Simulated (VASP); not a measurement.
A run of VASP 6.6.1 is set up as follows.

The input INCAR:

```
SYSTEM = W
  PREC = Accurate
  ENCUT = 500
  EDIFF = 1E-6
  ISMEAR = 1
  SIGMA = 0.05
  LREAL = .FALSE.
  LASPH = .TRUE.
  NELM = 120
  ALGO = Normal
  ISIF = 2
  LWAVE = .FALSE.
  LCHARG = .TRUE.
  GGA = PS
  LELF = .TRUE.
  LVHAR = .TRUE.
  NBANDS = 13
  GGA_COMPAT = .FALSE.
```

The input KPOINTS:

```
regular mesh
0
G
  12 12 12
  0 0 0
```

File POSCAR:

```
W
1.0
   -1.5823400000      1.5823400000      1.5823400000
    1.5823400000     -1.5823400000      1.5823400000
    1.5823400000      1.5823400000     -1.5823400000
W
1
Direct
    0.0000000000      0.0000000000      0.0000000000
```

Potentials or basis: VASP PAW PBE potentials, release 64 (W_sv).

The run is started by

```bash
$ cat potpaw_PBE.64/W_sv/POTCAR > POTCAR
$ mpirun -np 1 vasp_std > vasp.out
```

(1) What does it give for the pressure?

(2) Estimate the band gap on the k mesh.

Answers

(1) -2.2 GPa.

(2) zero (band 7 reaches 16.45 eV, above the bottom of band 8 at 10.04 eV).

Caveat: the PAW data sets were made with another functional, which shifts forces and pressure a little; spin-orbit coupling is left out, which moves the levels of the heavy elements.
